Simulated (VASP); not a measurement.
Input of a VASP 6.6.1 run:

INCAR

```
  PREC = Accurate
  ENCUT = 520
  EDIFF = 1E-6
  ISMEAR = -1
  SIGMA = 0.1
  LREAL = F
  LASPH = T
  NELM = 100
  ALGO = Normal
  ISIF = 2
  LWAVE = F
  LCHARG = F
  GGA = PE
  NBANDS = 12
```

Contents of KPOINTS:

```
regular mesh
0
Gamma
  20 20 20
```

Contents of POSCAR:

```
Nb
1.0
   -1.6136466372      1.6136466372      1.6136466372
    1.6136466372     -1.6136466372      1.6136466372
    1.6136466372      1.6136466372     -1.6136466372
Nb
1
Direct
    0.0000000000      0.0000000000      0.0000000000
```

Potentials or basis: VASP PAW PBE potentials, release 64 (Nb_sv).

The run is started by

```console
$ cat potpaw_PBE.64/Nb_sv/POTCAR > POTCAR
$ mpirun -np 1 vasp_std > vasp.out
```

Estimate the pressure.

14.6 GPa.

Estimate the band gap on the k mesh.

zero (an odd number of electrons rules out a gap without spin polarisation).

Caveat: the cell stands under pressure.
